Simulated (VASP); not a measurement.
# CuO (Cccm) in VASP: a series of runs

CuO is run at these levels: PBEsol; tasks: single point.

Everything below comes from runs of VASP 6.6.1. Logs are shortened: lines on timing, memory, paths and dates and some standing lists are left out, and cuts for length are marked.

## Step 1: The cell of the first run

It takes space group Cccm (No. 66, orthorhombic). The conventional cell has a = 4.085 Å, b = 4.101 Å, c = 5.296 Å, α = 90.00°, β = 90.00°, γ = 90.00°. Cu (site symmetry 2/m) has 4 O at 1.96 Å within 2.6 Å. Within 2.7 Å of O (site symmetry 222) lie 4 Cu at 1.96 Å and 2 O at 2.65 Å.

## Step 2: Single point, PBEsol (strain along c alone, the other axes held: +4.0 %)

INCAR

```
ALGO = Normal
EDIFF = 1E-6
ENCUT = 520
GGA = PS
ISIF = 2
ISMEAR = 0
LASPH = True
LCHARG = False
LREAL = False
LWAVE = False
NBANDS = 44
NELM = 100
PREC = Accurate
SIGMA = 0.1
```

KPOINTS

```
k-points
0
Gamma
  10 10 8
```

POSCAR

```
CuO
1.0
    4.0850661606      0.0000000000      0.0000000000
    0.0000000000      4.1007163537      0.0000000000
    0.0000000000      0.0000000000      5.2959554216
Cu O
4 4
Direct
    0.2500000000      0.2500000000      0.5000000000
    0.2500000000      0.7500000000      0.0000000000
    0.7500000000      0.7500000000      0.5000000000
    0.7500000000      0.2500000000      0.0000000000
    0.5000000000      0.0000000000      0.7500000000
    0.5000000000      0.0000000000      0.2500000000
    0.0000000000      0.5000000000      0.7500000000
    0.0000000000      0.5000000000      0.2500000000
```

Potentials or basis: VASP PAW PBE potentials, release 64 (Cu, O).

Started as:

```console
cat potpaw_PBE.64/Cu/POTCAR potpaw_PBE.64/O/POTCAR > POTCAR
mpirun -np 1 vasp_std > vasp.out
```

OUTCAR:

```text
EDIFF = 1E-6
   ENCUT = 520
   GGA = PS
   ISIF = 2
   ISMEAR = 0
   LASPH = True
   LREAL = False
   NELM = 100
   PREC = Accurate

 ion  position               nearest neighbor table
   1  0.250  0.250  0.500-   5 1.96   6 1.96   7 1.96   8 1.96
   2  0.250  0.750  0.000-   5 1.96   6 1.96   7 1.96   8 1.96
   3  0.750  0.750  0.500-   5 1.96   6 1.96   7 1.96   8 1.96
   4  0.750  0.250  0.000-   5 1.96   6 1.96   7 1.96   8 1.96
   5  0.500  0.000  0.750-   1 1.96   2 1.96   3 1.96   4 1.96
   6  0.500  0.000  0.250-   1 1.96   2 1.96   3 1.96   4 1.96
   7  0.000  0.500  0.750-   1 1.96   2 1.96   3 1.96   4 1.96
   8  0.000  0.500  0.250-   1 1.96   2 1.96   3 1.96   4 1.96

  LATTYP: Found a simple orthorhombic cell.
 ALAT       =     4.0850661606
 B/A-ratio  =     1.0038310746
 C/A-ratio  =     1.2964185189

  Lattice vectors:

 A1 = (   4.0850661606,   0.0000000000,   0.0000000000)
 A2 = (   0.0000000000,   4.1007163537,   0.0000000000)
 A3 = (   0.0000000000,   0.0000000000,   5.2959554216)

Analysis of symmetry for initial positions (statically):
=====================================================================
 Subroutine PRICEL returns following result:

  LATTYP: Found a base centered orthorhombic cell.
 ALAT       =     4.0850661606
 B/A-ratio  =     1.0038310746
 C/A-ratio  =     1.2964185189

  Lattice vectors:

 A1 = (   2.0425330803,  -2.0503581768,   0.0000000000)
 A2 = (   2.0425330803,   2.0503581769,   0.0000000000)
 A3 = (   0.0000000000,   0.0000000000,   5.2959554216)

   2 primitive cells build up your supercell.

 Routine SETGRP: Setting up the symmetry group for a
 simple orthorhombic supercell.

 Subroutine GETGRP returns: Found  8 space group operations
 (whereof  4 operations were pure point group operations)
 out of a pool of  8 trial point group operations.

The static configuration has the point symmetry C_2h.
 The point group associated with its full space group is D_2h.

Analysis of symmetry for dynamics (positions and initial velocities):
=====================================================================
 Subroutine PRICEL returns following result:

  LATTYP: Found a base centered orthorhombic cell.
 ALAT       =     4.0850661606
 B/A-ratio  =     1.0038310746
 C/A-ratio  =     1.2964185189

  Lattice vectors:

 A1 = (   2.0425330803,  -2.0503581768,   0.0000000000)
 A2 = (   2.0425330803,   2.0503581769,   0.0000000000)
 A3 = (   0.0000000000,   0.0000000000,   5.2959554216)

   2 primitive cells build up your supercell.

 Routine SETGRP: Setting up the symmetry group for a
 simple orthorhombic supercell.

 Subroutine GETGRP returns: Found  8 space group operations
 (whereof  4 operations were pure point group operations)
 out of a pool of  8 trial point group operations.

The dynamic configuration has the point symmetry C_2h.
 The point group associated with its full space group is D_2h.

 Subroutine INISYM returns: Found  8 space group operations
 (whereof  4 operations are pure point group operations),
 and found     2 'primitive' translations

----------------------------------------------------------------------------------------

                                     Primitive cell

  volume of cell :      44.3581

  direct lattice vectors                    reciprocal lattice vectors
     2.042533080 -2.050358177  0.000000000     0.244794077 -0.243859832  0.000000000
     2.042533080  2.050358177  0.000000000     0.244794077  0.243859832  0.000000000
     0.000000000  0.000000000  5.295955422     0.000000000  0.000000000  0.188823342

  length of vectors
     2.894116452  2.894116452  5.295955422     0.345531124  0.345531124  0.188823342

  position of ions in fractional coordinates (direct lattice)
     1.000000000  0.500000000  0.500000000
     0.500000000  0.000000000  0.000000000
     0.500000000  0.500000000  0.750000000
     0.500000000  0.500000000  0.250000000

  ion indices of the primitive-cell ions
   primitive index   ion index
                 1           1
                 2           2
                 3           5
                 4           6

----------------------------------------------------------------------------------------

 KPOINTS: k-points

Automatic generation of k-mesh.
 Grid dimensions read from file:
 generate k-points for:   10   10    8

 Generating k-lattice:

  Cartesian coordinates                     Fractional coordinates (reciprocal lattice)
     0.024479408  0.000000000  0.000000000     0.100000000  0.000000000  0.000000000
     0.000000000  0.024385983  0.000000000     0.000000000  0.100000000  0.000000000
     0.000000000  0.000000000  0.023602918     0.000000000  0.000000000  0.125000000

  Length of vectors
     0.024479408  0.024385983  0.023602918

  Shift w.r.t. Gamma in fractional coordinates (k-lattice)
     0.000000000  0.000000000  0.000000000

 Subroutine IBZKPT returns following result:
 ===========================================

 Found    180 irreducible k-points:

 Following reciprocal coordinates:
            Coordinates               Weight
  0.000000  0.000000  0.000000      1.000000
  0.100000  0.000000  0.000000      2.000000
  0.200000  0.000000  0.000000      2.000000
  0.300000  0.000000  0.000000      2.000000
  0.400000  0.000000  0.000000      2.000000
  0.500000  0.000000  0.000000      1.000000
[... 16 lines left out ...]
  0.400000  0.300000  0.000000      4.000000
  0.500000  0.300000  0.000000      2.000000
 [... further k-points ...]
   k-points           NKPTS =    180   k-points in BZ     NKDIM =    180   number of bands    NBANDS=     44
   number of dos      NEDOS =    301   number of ions     NIONS =      8
   total plane-waves  NPLWV =  36000
   dimension x,y,z NGX =    30 NGY =   30 NGZ =   40
   dimension x,y,z NGXF=    60 NGYF=   60 NGZF=   80
   ions per type =               4   4
   NGX,Y,Z   is equivalent  to a cutoff of  12.21, 12.16, 12.56 a.u.
   NGXF,Y,Z  is equivalent  to a cutoff of  24.42, 24.32, 25.11 a.u.
 SYSTEM =  unknown system
   PREC   = accura    normal or accurate (medium, high low for compatibility)
   ISTART =      0    job   : 0-new  1-cont  2-samecut
   ICHARG =      2    charge: 1-file 2-atom 10-const
   ISPIN  =      1    spin polarized calculation?
   LNONCOLLINEAR =      F non collinear calculations
   LSORBIT =      F    spin-orbit coupling
   LASPH  =      T    aspherical Exc in radial PAW
   ENCUT  =  520.0 eV  38.22 Ry    6.18 a.u.   7.60  7.62  9.85*2*pi/ulx,y,z
   NELM   =    100;   NELMIN=  2; NELMDL= -5     # of ELM steps
   EDIFF  = 0.1E-05   stopping-criterion for ELM
   LREAL  =      F    real-space projection
   EDIFFG = 0.1E-04   stopping-criterion for IOM
   NSW    =      0    number of steps for IOM
   IBRION =     -1    ionic relax: 0-MD 1-quasi-New 2-CG
   NFREE  =      0    steps in history (QN), initial steepest desc. (CG)
   ISIF   =      2    stress and relaxation
   ISYM   =      2    0-nonsym 1-usesym 2-fastsym
   POTIM  = 0.5000    time-step for ionic-motion
   TEBEG  =    0.0;   TEEND  =   0.0 temperature during run
   PSTRESS=    0.0 pullay stress
   NELECT =      68.0000    total number of electrons
   NUPDOWN=      -1.0000    fix difference up-down
   EMIN   =  10.00;   EMAX   =-10.00  energy-range for DOS
   EFERMI =   0.00;   METHOD = LEGACY
   ISMEAR =     0;   SIGMA  =   0.10  broadening in eV -4-tet -1-fermi 0-gaus
   EFERMI_NEDOS =   21; number of points for ismear=-14 and -15
   IALGO  =     38    algorithm
   IMIX   =      4    mixing-type and parameters
     AMIX     =   0.40;   BMIX     =  1.00
     AMIX_MAG =   1.60;   BMIX_MAG =  1.00
  volume/ion in A,a.u.               =      11.09        74.84
  Fermi-wavevector in a.u.,A,eV,Ry     =   1.498224  2.831233 30.540660  2.244675
  Thomas-Fermi vector in A             =   2.610011
   LORBIT       =      0    0 simple, 1 ext, 2 COOP (PROOUT), +10 PAW based schemes
   GGA     = PS    functional components
   LHFCALC =     F    Hartree Fock is set to
   AEXX    =    0.0000 exact exchange contribution
   IVDW    =     0    specifies the selected vdW correction
   LEPSILON=     F    determine dielectric tensor
   LRPA    =     F    only Hartree local field effects (RPA)
 non-spin polarized calculation
 Gauss-broadening in eV      SIGMA  =   0.10
  energy-cutoff  :      520.00
  volume of cell :       88.72
 maximum number of plane-waves:      2413
   NGX = 15   NGY = 15   NGZ = 19

 number of electron      67.9999920 magnetization

 Free energy of the ion-electron system (eV)
  ---------------------------------------------------
  ext. energy  EPLUGINS =         0.00000000
  ---------------------------------------------------
  free energy    TOTEN  =       -42.84304448 eV

  energy without entropy =      -42.81881642  energy(sigma->0) =      -42.83093045

 E-fermi :   4.6515     XC(G=0): -11.6007

 val. band max:        4.6421640005   @ k =   0.2000   0.0000   0.3750
 cond. band min:       4.6570214575   @ k =   0.3000   0.0000   0.1250
 fundamental gap:      0.0148574570
 Fermi energy:         4.6514733606

 k-point     1 :       0.0000    0.0000    0.0000
  band No.  band energies     occupation
      1     -14.9376      2.00000
      2     -13.7505      2.00000
      3     -13.7273      2.00000
      4     -13.3633      2.00000
      5      -3.4252      2.00000
      6      -1.8560      2.00000
[... 36 lines left out ...]
     43      14.4236      0.00000
     44      15.3352      0.00000

 k-point     2 :       0.1000    0.0000    0.0000
  band No.  band energies     occupation
      1     -14.9090      2.00000
      2     -13.7577      2.00000
      3     -13.7400      2.00000
      4     -13.3717      2.00000
      5      -3.3755      2.00000
      6      -1.8053      2.00000
[... 1026 lines left out ...]
 k-point    24 :       0.5000    0.3000    0.0000
  band No.  band energies     occupation
      1     -14.3106      2.00000
      2     -14.3106      2.00000
      3     -13.5332      2.00000
      4     -13.5332      2.00000
      5      -2.3033      2.00000
      6      -2.3033      2.00000
[... 36 lines left out ...]
     43      14.8070      0.00000
     44      14.8070      0.00000

 [... further k-points ...]

------------------------ aborting loop because EDIFF is reached ----------------------------------------

  FORCE on cell =-STRESS in cart. coord.  units (eV):
  Direction    XX          YY          ZZ          XY          YZ          ZX
  --------------------------------------------------------------------------------------
  -------------------------------------------------------------------------------------
  Total       -2.5419914     -2.5726990     -7.0393939     -0.0000000      0.0000000      0.0000000
  in kB      -45.9072756    -46.4618411   -127.1284357     -0.0000000      0.0000000      0.0000000
  external PRESSURE =     -73.1658508 kB  Pullay stress =       0.0000000 kB

 VOLUME and BASIS-vectors are now :
 -----------------------------------------------------------------------------
  energy-cutoff  :      520.00
  volume of cell :       88.72
      direct lattice vectors                 reciprocal lattice vectors
     4.085066161  0.000000000  0.000000000     0.244794077  0.000000000  0.000000000
     0.000000000  4.100716354  0.000000000     0.000000000  0.243859832  0.000000000
     0.000000000  0.000000000  5.295955422     0.000000000  0.000000000  0.188823342

 POSITION                                       TOTAL-FORCE (eV/Angst)
 -----------------------------------------------------------------------------------
      1.02127      1.02518      2.64798        -0.000000     -0.000000     -0.000000
      1.02127      3.07554      0.00000         0.000000     -0.000000     -0.000000
      3.06380      3.07554      2.64798         0.000000     -0.000000      0.000000
      3.06380      1.02518      0.00000         0.000000      0.000000      0.000000
      2.04253      0.00000      3.97197        -0.000000     -0.000000      0.000000
      2.04253      0.00000      1.32399        -0.000000     -0.000000     -0.000000
      0.00000      2.05036      3.97197        -0.000000     -0.000000     -0.000000
      0.00000      2.05036      1.32399        -0.000000     -0.000000      0.000000
 -----------------------------------------------------------------------------------
    total drift:                                0.000000      0.000000     -0.000000

  FREE ENERGIE OF THE ION-ELECTRON SYSTEM (eV)
  ---------------------------------------------------
  free  energy   TOTEN  =       -42.8430444807 eV

  energy  without entropy=      -42.8188164233  energy(sigma->0) =      -42.83093045
```

Run time: 10 min. Hardware: 1 thread of Intel Xeon Platinum 8259CL at 2.50GHz (Skylake/Cascade Lake), shared host; peak memory 0.56 GiB.

What came out:

```
Free energy            : -42.8430 eV
Pressure               : -7.3 GPa
Band gap on the k mesh : zero (bands 34 and 35 overlap by 1.10 eV)
```

Caveat: the cell differs from its parent crystal (strain along c alone, the other axes held: +4.0 %); the stress differs along the axes, from -13 to -5 GPa; the PAW data sets were made with another functional, which shifts forces and pressure a little; semilocal functionals often make such compounds metallic where correlation or magnetic order opens a gap, which also shifts bond lengths.

## Step 3: Single point, PBEsol (strain along c alone, the other axes held: +6.0 %)

INCAR

```
SYSTEM = CuO
PREC     = Accurate       ! precision mode
ENCUT    = 520            ! plane-wave cutoff, eV
EDIFF    = 1E-7           ! SCF threshold, eV
ISMEAR   = 0              ! smearing method
SIGMA    = 0.1            ! smearing width, eV
LREAL    = .FALSE.        ! projectors in reciprocal space
LASPH    = .TRUE.         ! aspherical terms in the spheres
NELM     = 100            ! most SCF steps
ALGO     = Normal         ! electronic algorithm
ISIF     = 2              ! what is computed and relaxed
LWAVE    = .FALSE.        ! write WAVECAR
LCHARG   = .TRUE.         ! write CHGCAR
GGA      = PS             ! functional
LELF     = .TRUE.         ! ELF
LVHAR    = .TRUE.       
NBANDS   = 44             ! bands
```

KPOINTS

```
Automatic mesh
0
G
  10 10 8
  0 0 0
```

POSCAR, as its differences from that of step 2:

```diff
@@ -4,3 +4,3 @@
     0.0000000000      4.1007163537      0.0000000000
-    0.0000000000      0.0000000000      5.2959554216
+    0.0000000000      0.0000000000      5.3978007182
 Cu O
```

Potentials or basis: VASP PAW PBE potentials, release 64 (Cu, O).

Started as:

```console
cat potpaw_PBE.64/Cu/POTCAR potpaw_PBE.64/O/POTCAR > POTCAR
mpirun -np 1 vasp_std > vasp.out
```

Run time: 10 min. Hardware: 1 thread of Intel Xeon Platinum 8259CL at 2.50GHz (Skylake/Cascade Lake), shared host; peak memory 0.57 GiB.

The run converged. Its results:

```
Free energy            : -42.6796 eV
Pressure               : -10.5 GPa
Band gap on the k mesh : zero (bands 34 and 35 overlap by 1.06 eV)
```

Stress tensor (GPa, compression positive):
```
 -6.44   0.00   0.00
  0.00  -6.50   0.00
  0.00   0.00 -18.46
```

Levels at points of the mesh, in eV from the Fermi level:
| k point | band 31 | band 32 | band 33 | band 34 | band 35 | band 36 | band 37 | band 38 |
| --- | --- | --- | --- | --- | --- | --- | --- | --- |
| (0.00, 0.00, 0.00) | -1.61 | -1.03 | -1.03 | 0.61 | 0.62 | 1.15 | 1.28 | 2.50 |
| (0.50, 0.00, 0.00) | -1.45 | -1.45 | -0.57 | -0.57 | 0.57 | 0.57 | 3.93 | 3.93 |
| (0.00, 0.50, 0.00) | -1.45 | -1.45 | -0.57 | -0.57 | 0.57 | 0.57 | 3.91 | 3.91 |
| (0.50, 0.50, 0.00) | -1.33 | -1.33 | 0.19 | 0.19 | 0.41 | 0.41 | 3.34 | 3.34 |
| (0.00, 0.00, 0.50) | -1.23 | -1.23 | -0.44 | -0.44 | 0.10 | 0.10 | 3.41 | 3.41 |
| (0.50, 0.00, 0.50) | -1.66 | -1.66 | -0.45 | -0.45 | -0.45 | -0.45 | 4.82 | 4.82 |
| (0.00, 0.50, 0.50) | -1.66 | -1.66 | -0.45 | -0.45 | -0.45 | -0.45 | 4.82 | 4.82 |
| (0.50, 0.50, 0.50) | -1.72 | -1.72 | -0.12 | -0.12 | 0.63 | 0.63 | 4.16 | 4.16 |

Caveat: the cell differs from its parent crystal (strain along c alone, the other axes held: +6.0 %); the stress differs along the axes, from -18 to -6 GPa; the PAW data sets were made with another functional, which shifts forces and pressure a little; semilocal functionals often make such compounds metallic where correlation or magnetic order opens a gap, which also shifts bond lengths.

(Part 1 of 2 ends here.)
